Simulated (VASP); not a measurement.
# Ag12H3C in VASP: notebook, part 2 of 2

VASP 6.6.1. The steps go on from the part before.

## Step 3: Single point, PBEsol

INCAR

```
  ALGO = Normal
  EDIFF = 1E-6
  ENCUT = 520
  GGA = PS
  ISIF = 2
  ISMEAR = -1
  LASPH = True
  LCHARG = False
  LREAL = Auto
  LWAVE = False
  NBANDS = 84
  NELM = 80
  PREC = Accurate
  SIGMA = 0.1
```

KPOINTS

```
k-points
0
Gamma
  3 3 1
```

POSCAR

```
Ag12H3C
1.0
    5.7841330000      0.0000000000      0.0000000000
    2.8920670000      5.0092070000      0.0000000000
    0.0000000000      0.0000000000     18.7227250000
Ag C H
12 1 3
Direct
    0.1666576930      0.1666730882      0.0534110286
    0.6666634847      0.1666730882      0.0534110286
    0.1666695393      0.6666723895      0.0534110286
    0.6666580424      0.6666723895      0.0534110286
   -0.1634323029      0.3337454411      0.1768599389
    0.3323539512      0.3349232723      0.1733508343
   -0.1649966818      0.8309498889      0.1764753795
    0.3327067980      0.8334452938      0.1748303198
    0.0019853311      0.0005589707      0.2959024394
    0.5010626400      0.0029345962      0.2947914900
    0.0093537970      0.4997797057      0.2998067856
    0.5203094239      0.5048503685      0.2858504838
    0.2084450272      0.4256561967      0.4759349934
    0.3389666752      0.2114306716      0.4784506529
    0.2799311492      0.5619651973      0.4645851499
    0.0065858568      0.4919341525      0.4930318637
```

Potentials or basis: VASP PAW PBE potentials, release 64 (Ag, C, H).

On the command line:

```console
> cat potpaw_PBE.64/Ag/POTCAR potpaw_PBE.64/C/POTCAR potpaw_PBE.64/H/POTCAR > POTCAR
> mpirun -np 1 vasp_std > vasp.out
```

OUTCAR:

```text
EDIFF = 1E-6
   ENCUT = 520
   GGA = PS
   ISIF = 2
   ISMEAR = -1
   LASPH = True
   LREAL = Auto
   NELM = 80
   PREC = Accurate

 ion  position               nearest neighbor table
   1  0.167  0.167  0.053-   6 2.80   8 2.82   5 2.84   2 2.89   3 2.89   4 2.89   4 2.89   3 2.89
                             2 2.89
   2  0.667  0.167  0.053-   6 2.80   7 2.85   5 2.86   1 2.89   3 2.89   4 2.89   3 2.89   4 2.89
                             1 2.89
   3  0.167  0.667  0.053-   6 2.79   8 2.82   7 2.84   4 2.89   1 2.89   2 2.89   2 2.89   1 2.89
                             4 2.89
   4  0.667  0.667  0.053-   8 2.82   7 2.84   5 2.85   3 2.89   2 2.89   1 2.89   1 2.89   2 2.89
                             3 2.89
   5  0.837  0.334  0.177-  12 2.58   9 2.78   1 2.84   4 2.85  11 2.86   2 2.86   7 2.87   6 2.87
                             8 2.88   8 2.90   7 2.91   6 2.91
   6  0.332  0.335  0.173-  12 2.77   3 2.79   1 2.80   2 2.80  10 2.82  11 2.87   5 2.87   7 2.87
                             8 2.88   8 2.90   7 2.91   5 2.91
   7  0.835  0.831  0.176-  10 2.78   9 2.80   3 2.84   4 2.84  11 2.84   2 2.85   5 2.87   6 2.87
                             8 2.89   8 2.90   6 2.91   5 2.91
   8  0.333  0.833  0.175-  12 2.65   9 2.81  10 2.81   3 2.82   1 2.82   4 2.82   5 2.88   6 2.88
                             7 2.89   7 2.90   6 2.90   5 2.90
   9  0.002  0.001  0.296-   5 2.78   7 2.80   8 2.81  12 2.86  11 2.88  10 2.89  10 2.89  11 2.91
                            12 2.94
  10  0.501  0.003  0.295-   7 2.78   8 2.81   6 2.82  12 2.83  11 2.86   9 2.89   9 2.89  11 2.93
                            12 2.97
  11  0.009  0.500  0.300-  12 2.83   7 2.84   5 2.86  10 2.86   6 2.87   9 2.88   9 2.91  10 2.93
                            12 2.98
  12  0.520  0.505  0.286-   5 2.58   8 2.65   6 2.77  11 2.83  10 2.83   9 2.86   9 2.94  10 2.97
                            11 2.98
  13  0.208  0.426  0.476-  15 1.08  16 1.08  14 1.08
  14  0.339  0.211  0.478-  13 1.08
  15  0.280  0.562  0.465-  13 1.08
  16  0.007  0.492  0.493-  13 1.08

  LATTYP: Found a hexagonal cell.
 ALAT       =     5.7841340148
 C/A-ratio  =     3.2369106511

  Lattice vectors:

 A1 = (  -2.8920670000,  -5.0092070000,   0.0000000000)
 A2 = (   5.7841330000,   0.0000000000,   0.0000000000)
 A3 = (   0.0000000000,   0.0000000000,  18.7227250000)

Analysis of symmetry for initial positions (statically):
=====================================================================
 Subroutine PRICEL returns:
 Original cell was already a primitive cell.

 Routine SETGRP: Setting up the symmetry group for a
 hexagonal supercell.

 Subroutine GETGRP returns: Found  1 space group operations
 (whereof  1 operations were pure point group operations)
 out of a pool of 24 trial point group operations.

The static configuration has the point symmetry C_1 .

Analysis of symmetry for dynamics (positions and initial velocities):
=====================================================================
 Subroutine PRICEL returns:
 Original cell was already a primitive cell.

 Routine SETGRP: Setting up the symmetry group for a
 hexagonal supercell.

 Subroutine GETGRP returns: Found  1 space group operations
 (whereof  1 operations were pure point group operations)
 out of a pool of 24 trial point group operations.

The dynamic configuration has the point symmetry C_1 .

 Subroutine INISYM returns: Found  1 space group operations
[... 85 lines left out ...]
  0.000000  0.333333  0.000000      2.000000
 -0.333333  0.333333  0.000000      2.000000
   k-points           NKPTS =      5   k-points in BZ     NKDIM =      5   number of bands    NBANDS=     84
   number of dos      NEDOS =    301   number of ions     NIONS =     16
   total plane-waves  NPLWV = 322560
   dimension x,y,z NGX =    48 NGY =   48 NGZ =  140
   dimension x,y,z NGXF=    96 NGYF=   96 NGZF=  280
   ions per type =              12   1   3
   NGX,Y,Z   is equivalent  to a cutoff of  13.80, 13.80, 12.43 a.u.
   NGXF,Y,Z  is equivalent  to a cutoff of  27.59, 27.59, 24.86 a.u.
 SYSTEM =  unknown system
   PREC   = accura    normal or accurate (medium, high low for compatibility)
   ISTART =      0    job   : 0-new  1-cont  2-samecut
   ICHARG =      2    charge: 1-file 2-atom 10-const
   ISPIN  =      1    spin polarized calculation?
   LNONCOLLINEAR =      F non collinear calculations
   LSORBIT =      F    spin-orbit coupling
   LASPH  =      T    aspherical Exc in radial PAW
   ENCUT  =  520.0 eV  38.22 Ry    6.18 a.u.  10.75 10.75 34.81*2*pi/ulx,y,z
   NELM   =     80;   NELMIN=  2; NELMDL= -5     # of ELM steps
   EDIFF  = 0.1E-05   stopping-criterion for ELM
   LREAL  =      T    real-space projection
   EDIFFG = 0.1E-04   stopping-criterion for IOM
   NSW    =      0    number of steps for IOM
   IBRION =     -1    ionic relax: 0-MD 1-quasi-New 2-CG
   NFREE  =      0    steps in history (QN), initial steepest desc. (CG)
   ISIF   =      2    stress and relaxation
   ISYM   =      2    0-nonsym 1-usesym 2-fastsym
   POTIM  = 0.5000    time-step for ionic-motion
   TEBEG  =    0.0;   TEEND  =   0.0 temperature during run
   PSTRESS=    0.0 pullay stress
   NELECT =     139.0000    total number of electrons
   NUPDOWN=      -1.0000    fix difference up-down
   EMIN   =  10.00;   EMAX   =-10.00  energy-range for DOS
   EFERMI =   0.00;   METHOD = LEGACY
   ISMEAR =    -1;   SIGMA  =   0.10  broadening in eV -4-tet -1-fermi 0-gaus
   EFERMI_NEDOS =   21; number of points for ismear=-14 and -15
   IALGO  =     38    algorithm
   IMIX   =      4    mixing-type and parameters
     AMIX     =   0.40;   BMIX     =  1.00
     AMIX_MAG =   1.60;   BMIX_MAG =  1.00
  volume/ion in A,a.u.               =      33.90       228.80
  Fermi-wavevector in a.u.,A,eV,Ry     =   1.039811  1.964958 14.710708  1.081207
  Thomas-Fermi vector in A             =   2.174358
   LORBIT       =      0    0 simple, 1 ext, 2 COOP (PROOUT), +10 PAW based schemes
   GGA     = PS    functional components
   LHFCALC =     F    Hartree Fock is set to
   AEXX    =    0.0000 exact exchange contribution
   IVDW    =     0    specifies the selected vdW correction
   LEPSILON=     F    determine dielectric tensor
   LRPA    =     F    only Hartree local field effects (RPA)
 non-spin polarized calculation
  energy-cutoff  :      520.00
  volume of cell :      542.47
 maximum number of plane-waves:     14637
 NGX is ok and might be reduce to    48
   NGX = 21   NGY = 21   NGZ = 69

 number of electron     138.9999991 magnetization

 Free energy of the ion-electron system (eV)
  ---------------------------------------------------
  ext. energy  EPLUGINS =         0.00000000
  ---------------------------------------------------
  free energy    TOTEN  =       -53.79142132 eV

  energy without entropy =      -53.56655157  energy(sigma->0) =      -53.67898644

 E-fermi :   0.4992     XC(G=0):  -6.0903

 val. band max:        0.3589965006   @ k =   0.3333   0.0000   0.0000
 cond. band min:       0.6760870519   @ k =   0.3333   0.3333   0.0000
 fundamental gap:      0.3170905512
 Fermi energy:         0.4992224839

 k-point     1 :       0.0000    0.0000    0.0000
  band No.  band energies     occupation
      1     -11.5463      2.00000
      2      -6.8497      2.00000
      3      -5.8495      2.00000
      4      -5.7854      2.00000
      5      -5.7505      2.00000
      6      -5.7288      2.00000
[... 409 lines left out ...]
     80       5.1710      0.00000
     81       5.8529      0.00000
 [bands above 81 left out]

------------------------ aborting loop because EDIFF is reached ----------------------------------------

  FORCE on cell =-STRESS in cart. coord.  units (eV):
  Direction    XX          YY          ZZ          XY          YZ          ZX
  --------------------------------------------------------------------------------------
  -------------------------------------------------------------------------------------
  Total       -3.0237340     -2.8717866      0.8170743     -0.6498578      0.1631580     -0.9664059
  in kB       -8.9305428     -8.4817689      2.4132138     -1.9193431      0.4818842     -2.8542621
  external PRESSURE =      -4.9996993 kB  Pullay stress =       0.0000000 kB

 VOLUME and BASIS-vectors are now :
 -----------------------------------------------------------------------------
  energy-cutoff  :      520.00
  volume of cell :      542.47
      direct lattice vectors                 reciprocal lattice vectors
     5.784133000  0.000000000  0.000000000     0.172886758 -0.099816216  0.000000000
     2.892067000  5.009207000  0.000000000     0.000000000  0.199632397  0.000000000
     0.000000000  0.000000000 18.722725000     0.000000000  0.000000000  0.053411029

 POSITION                                       TOTAL-FORCE (eV/Angst)
 -----------------------------------------------------------------------------------
      1.44600      0.83490      1.00000        -0.038457      0.012513     -0.056564
      4.33810      0.83490      1.00000         0.050278     -0.030585     -0.001433
      2.89210      3.33950      1.00000        -0.038086      0.033358     -0.067860
      5.78410      3.33950      1.00000         0.032400     -0.016875     -0.029381
      5.80403      1.67180      3.31130         0.395539     -0.242600     -0.738464
      2.89100      1.67770      3.24560        -0.092686     -0.062535      0.016180
[... 8 lines left out ...]
      3.24440      2.81500      8.69830         0.273244      0.189107      0.049620
      1.46080      2.46420      9.23090        -0.299110      0.457839      0.036346
 -----------------------------------------------------------------------------------
    total drift:                                0.001754      0.004457      0.000573

  FREE ENERGIE OF THE ION-ELECTRON SYSTEM (eV)
  ---------------------------------------------------
  free  energy   TOTEN  =       -53.7914213162 eV

  energy  without entropy=      -53.5665515666  energy(sigma->0) =      -53.67898644
```

Wall time 6.6 min (1 thread of Intel Xeon 6975P-C (Granite Rapids), shared host); peak memory 0.71 GiB.

Results:

```yaml
Free_energy: -53.7914 eV
Largest_force: 1.395 eV/Å
Band_gap_on_the_k_mesh: zero (an odd number of electrons rules out a gap without spin polarisation)
```

Forces on the atoms (eV/Å):
```
Ag  -0.038  0.013 -0.057
Ag   0.050 -0.031 -0.001
Ag  -0.038  0.033 -0.068
Ag   0.032 -0.017 -0.029
Ag   0.396 -0.243 -0.738
Ag  -0.093 -0.063  0.016
Ag   0.019 -0.002 -0.113
Ag  -0.004  0.298 -0.394
Ag   0.073 -0.083  0.189
Ag   0.055  0.157  0.223
Ag   0.244 -0.042  0.385
Ag  -0.623 -0.036  1.247
C   -0.436 -0.375 -0.671
H    0.388 -0.259 -0.074
H    0.273  0.189  0.050
H   -0.299  0.458  0.036
```

Caveat: the k points lie up to 0.42 Å⁻¹ apart, too coarse for converged energies and pressures of a metal; there is no dipole correction, which matters where the two faces differ; the PAW data sets were made with another functional, which shifts forces and pressure a little.

## Step 4: Single point, PBEsol

INCAR

```
PREC     = Accurate       # precision mode
ENCUT    = 520            # plane-wave cutoff, eV
EDIFF    = 1E-7           # SCF threshold, eV
ISMEAR   = -1             # smearing method
SIGMA    = 0.1            # smearing width, eV
LREAL    = Auto         
LASPH    = T              # aspherical terms in the spheres
NELM     = 60             # most SCF steps
ALGO     = Normal         # electronic algorithm
ISIF     = 2              # what is computed and relaxed
LWAVE    = F              # write WAVECAR
LCHARG   = F              # write CHGCAR
GGA      = PS             # functional
NBANDS   = 84             # bands
```

KPOINTS

```
Automatic mesh
0
Gamma
  3 3 1
```

POSCAR

```
Ag12H3C
1.0
    5.7841330000      0.0000000000      0.0000000000
    2.8920670000      5.0092070000      0.0000000000
    0.0000000000      0.0000000000     18.7227250000
Ag C H
12 1 3
Direct
    0.1666576930      0.1666730882      0.0534110286
    0.6666634847      0.1666730882      0.0534110286
    0.1666695393      0.6666723895      0.0534110286
    0.6666580424      0.6666723895      0.0534110286
   -0.1450261073      0.3272573882      0.1659160192
    0.3348360214      0.3354223533      0.1711075711
   -0.1627002437      0.8281550353      0.1733241288
    0.3319991383      0.8428479797      0.1672886826
    0.0126273237      0.0001597059      0.2926603900
    0.5052029246      0.0128762896      0.2919286589
    0.0306598063      0.4951681973      0.3075887725
    0.5126487232      0.5061679424      0.2881631814
   -0.0788111516      0.3794013703      0.4009085216
    0.0669179269      0.1722428320      0.4143894652
   -0.0319833137      0.5156504812      0.4301777653
   -0.2871596651      0.4333819704      0.4103142037
```

On the command line:

```console
> cat potpaw_PBE.64/Ag/POTCAR potpaw_PBE.64/C/POTCAR potpaw_PBE.64/H/POTCAR > POTCAR
> mpirun -np 1 vasp_std > vasp.out
```

Wall time 7.3 min (1 thread of Intel Xeon 6975P-C (Granite Rapids), shared host); peak memory 0.71 GiB.

It converged, with:

```yaml
Free_energy: -54.7863 eV
Largest_force: 1.326 eV/Å
Band_gap_on_the_k_mesh: zero (an odd number of electrons rules out a gap without spin polarisation)
```

Forces on the atoms (eV/Å):
```
Ag   0.232  0.061 -0.940
Ag  -0.053 -0.076 -0.395
Ag  -0.079 -0.019 -0.516
Ag   0.118  0.028 -0.517
Ag  -0.471  0.303  1.062
Ag   0.168  0.135  0.502
Ag   0.061 -0.027  0.435
Ag   0.077 -0.380  0.892
Ag   0.027  0.112 -0.220
Ag   0.100 -0.302 -0.075
Ag  -0.074  0.401 -1.262
Ag   0.263  0.025 -0.116
C   -0.093 -0.068  0.363
H   -0.226 -0.118  0.287
H   -0.005  0.063  0.340
H   -0.045 -0.136  0.159
```

Levels at points of the mesh, in eV from the Fermi level:
```tsv
k point	band 67	band 68	band 69	band 70	band 71	band 72	band 73	band 74
(0.00, 0.00, 0.00)	-0.54	0.20	0.26	0.30	0.87	1.18	1.23	1.45
```

Caveat: the k points lie up to 0.42 Å⁻¹ apart, too coarse for converged energies and pressures of a metal; there is no dipole correction, which matters where the two faces differ; the PAW data sets were made with another functional, which shifts forces and pressure a little.

## Step 5: The runs side by side

```tsv
cell	gap on the mesh (eV)	largest force (eV/Å)
as given, atomic positions A	none	1.08
as given, atomic positions B	none	1.39
as given, atomic positions C	none	1.33
```

Alike in all rows: task single point; level PBEsol; potentials or basis VASP PAW PBE potentials, release 64 (Ag, C, H); no spin polarisation; k mesh 3 × 3 × 1; cutoff (eV) 520; smearing fermi-dirac 0.1 eV.

Caveats: all runs use coarse meshes; there is no dipole correction, which matters where the two faces differ; the PAW data sets were made with another functional, which shifts forces and pressure a little.

Total energies depend on the potentials used, so only differences within one code and one set of settings carry meaning.

The gap in the log of VASP goes by the Fermi energy; the results here count the filled bands.